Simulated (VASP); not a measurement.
**LiH: single point with PBE**

Crystal: LiH.

```
CELL_PARAMETERS angstrom
0.00000 1.99847 1.99847
1.99847 0.00000 1.99847
1.99847 1.99847 0.00000
ATOMIC_POSITIONS crystal
Li 0.00000 0.00000 0.00000
H 0.50000 0.50000 0.50000
```

| Item | Value |
| --- | --- |
| Program | VASP 6.6.1 |
| Task | single point |
| Functional | PBE |
| Potentials or basis | VASP PAW PBE potentials, release 64 (Li_sv, H) |
| Cutoff | 520 eV |
| k mesh | 8 × 8 × 8 |
| Occupations | gaussian, width 0.001 eV |
| Spin | no spin polarisation |
| Dipole correction | no |
| Further INCAR settings | ALGO = Normal; EDIFF = 1e-07; NBANDS = 9 |

- Band gap on the k mesh: 2.97 eV

Levels at points of the mesh, in eV from the valence-band top:
| k point | band 1 | band 2 | band 3 | band 4 | band 5 |
| --- | --- | --- | --- | --- | --- |
| (0.00, 0.00, 0.00) | -44.28 | -5.47 | 16.21 | 17.98 | 17.98 |
| (0.50, 0.00, 0.00) | -44.24 | -2.65 | 4.94 | 13.74 | 16.58 |
| (0.50, 0.50, 0.00) | -44.22 | 0.00 | 2.97 | 10.86 | 10.86 |

Wall time 4.8 s on 1 thread of Intel(R) Xeon(R) Platinum 8488C (Sapphire Rapids), on a shared host, peak memory 0.13 GiB.

 PBE gaps usually lie below the measured ones, often by a third to a half.
